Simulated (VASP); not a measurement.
Wanted: the native input for a VASP 6.6.1 run.

- Task: single point
- Functional: PBE
- Potentials or basis: VASP PAW PBE potentials, release 64 (Cr_pv)
- Cutoff: 520 eV
- k mesh: 10 × 10 × 10
- Occupations: gaussian, width 0.05 eV
- Spin: collinear spin
- Starting moments: [0.05] μB
- Dipole correction: no
- Further INCAR settings: ALGO = Normal; EDIFF = 1e-06; NBANDS = 16

The structure of Cr lies in POSCAR:

```
Cr
1.0
   -1.4142658383      1.4142658383      1.4142658383
    1.4142658383     -1.4142658383      1.4142658383
    1.4142658383      1.4142658383     -1.4142658383
Cr
1
Direct
    0.0000000000      0.0000000000      0.0000000000
```

One way to write it, as run:

INCAR

```
SYSTEM = Cr
PREC = Accurate ; ENCUT = 520
EDIFF = 1E-6 ; ISMEAR = 0
SIGMA = 0.05 ; LREAL = .False.
LASPH = .True. ; NELM = 150
ALGO = Normal ; ISIF = 2
LWAVE = .False. ; LCHARG = .False.
ISPIN = 2 ; MAGMOM = 0.05
LORBIT = 11 ; LMAXMIX = 4
GGA = PE ; NBANDS = 16
```

KPOINTS

```
Automatic mesh
0
Gamma
  10 10 10
  0 0 0
```

Potentials or basis: VASP PAW PBE potentials, release 64 (Cr_pv).

Launch:

```bash
$ cat potpaw_PBE.64/Cr_pv/POTCAR > POTCAR
$ mpirun -np 1 vasp_std > vasp.out
```

It gave:

```
Pressure                                              : 5.4 GPa
Band gap on the k mesh                                : zero (filled and empty bands overlap)
Net moment                                            : 0.00 μB per cell
Valence electrons inside the program's atomic spheres : Cr 11.10
```

Caveat: the cell stands under pressure.

Run time: 15 s on 1 thread of AMD EPYC 7R43 64-Core Processor (Zen 3), with other jobs on the host, peak memory 0.1 GiB.
